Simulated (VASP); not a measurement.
## GaSb: single point with PBEsol

Crystal: GaSb.

```
Ga Sb
1.0
     0.00000    3.10916    3.10916
     3.10916    0.00000    3.10916
     3.10916    3.10916    0.00000
Ga Sb
1 1
Direct
  0.00000 0.00000 0.00000
  0.75000 0.75000 0.75000
```

This cell differs from its parent crystal: volume scaled by 1.05.

* Program: VASP 6.6.1
* Task: single point
* Functional: PBEsol
* Potentials or basis: VASP PAW PBE potentials, release 64 (Ga_d, Sb)
* Cutoff: 520 eV
* k mesh: 6 × 6 × 6
* Occupations: gaussian, width 0.05 eV
* Spin: non-collinear spin, zero start, spin-orbit coupling
* Starting moments: [[0.0, 0.0, 0.0], [0.0, 0.0, 0.0]] μB

- Pressure: -2.1 GPa
- Net moment: 0.00 μB per cell
- Valence electrons inside the program's atomic spheres: Ga 11.59; Sb 2.47

Moments on the atoms (μB; x, y, z):
```
Ga  0.00 0.00 0.00
Sb  0.00 0.00 0.00
```

It took 120 s on 1 thread of Intel(R) Xeon(R) Platinum 8259CL CPU @ 2.50GHz (Skylake/Cascade Lake), on a shared host, peak memory 0.39 GiB.

Caveat: the PAW data sets were made with another functional, which shifts forces and pressure a little.
